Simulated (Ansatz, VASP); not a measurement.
Two plane-wave programs on Li3TaO4

The input INCAR:

```
SYSTEM = Li3TaO4
ALGO = Normal
EDIFF = 1E-6
ENCUT = 880
GGA = PS
GGA_COMPAT = .FALSE.
ISIF = 2
ISMEAR = 0
LASPH = .TRUE.
LCHARG = .TRUE.
LELF = .TRUE.
LREAL = .FALSE.
LVHAR = .TRUE.
LWAVE = .FALSE.
NBANDS = 33
NELM = 120
PREC = Accurate
SIGMA = 0.05
```

KPOINTS

```
k-points
0
G
  10 10 10
  0 0 0
```

POSCAR

```
Li3TaO4
1.0
   -2.0422644308      2.0422644308      4.2529592940
    2.0422644308     -2.0422644308      4.2529592940
    2.0422644308      2.0422644308     -4.2529592940
Li Ta O
3 1 4
Direct
    0.5038208689      0.5038208689      0.0000000000
    0.2503227092      0.7503227092      0.5000000000
    0.7503227092      0.2503227092      0.5000000000
   -0.0000940101     -0.0000940101      0.0000000000
   -0.0000477166      0.4999522834      0.5000000000
    0.7738699826      0.7738699826      0.0000000000
    0.4999522834     -0.0000477166      0.5000000000
    0.2253513272      0.2253513272      0.0000000000
```

Input for Ansatz:

```yaml
crystal:
  lattice:
    - [-2.0422644308, 2.0422644308, 4.252959294]
    - [2.0422644308, -2.0422644308, 4.252959294]
    - [2.0422644308, 2.0422644308, -4.252959294]
  atoms:
    - { symbol: Li, position: [0.5038208689, 0.5038208689, 0.0] }
    - { symbol: Li, position: [0.2503227092, 0.7503227092, 0.5] }
    - { symbol: Li, position: [0.7503227092, 0.2503227092, 0.5] }
    - { symbol: Ta, position: [-9.40101e-05, -9.40101e-05, 0.0] }
    - { symbol: O, position: [-4.77166e-05, 0.4999522834, 0.5] }
    - { symbol: O, position: [0.7738699826, 0.7738699826, 0.0] }
    - { symbol: O, position: [0.4999522834, -4.77166e-05, 0.5] }
    - { symbol: O, position: [0.2253513272, 0.2253513272, 0.0] }
basis:
  ecutwfc: 420
kpoints:
  mp_grid: { grid: [10, 10, 10] }
hamiltonian:
  xc: pbesol
scf:
  occupations: { method: gaussian, width: 0.05 }
output:
  forces: true
  stress: true
  eigenvalues: true
```

Change from the starting cell: mode 1 (-167.1 1/cm) frozen in, largest displacement +0.033 Å.

Alike in both runs: task single point; functional PBEsol; k mesh 10 × 10 × 10; occupations gaussian, width 0.05 eV; no spin polarisation.

|  | VASP | Ansatz |
| --- | --- | --- |
| version | VASP 6.6.1 | Ansatz 0.2.0 |
| potentials or method | VASP PAW PBE potentials, release 64 (Li_sv, Ta_sv_GW, O), cutoff 880 eV | scalar-relativistic, plane waves, PAW |
| valence electrons in the cell | 46 | 46 |

Ansatz gave:

```
gap on the k mesh at the Fermi level (eV)                     : 1.58
least direct gap on the mesh (eV)                             : 1.64
pressure (GPa)                                                : 0.0
traceless stress, the component that is largest in VASP (GPa) : 0.01
rms of the force components (eV/Å)                            : 0.006
```

Problem. Estimate VASP's values.

Solution. gap on the k mesh at the Fermi level (eV): 1.57; least direct gap on the mesh (eV): 1.63; pressure (GPa): 0.4; traceless stress, the component that is largest in VASP (GPa): 0.22; rms of the force components (eV/Å): 0.021.

VASP's potentials were made for PBE, not for PBEsol. Atom by atom the forces differ by 0.020 eV/Å (rms over components).

Spin-orbit coupling is off throughout.
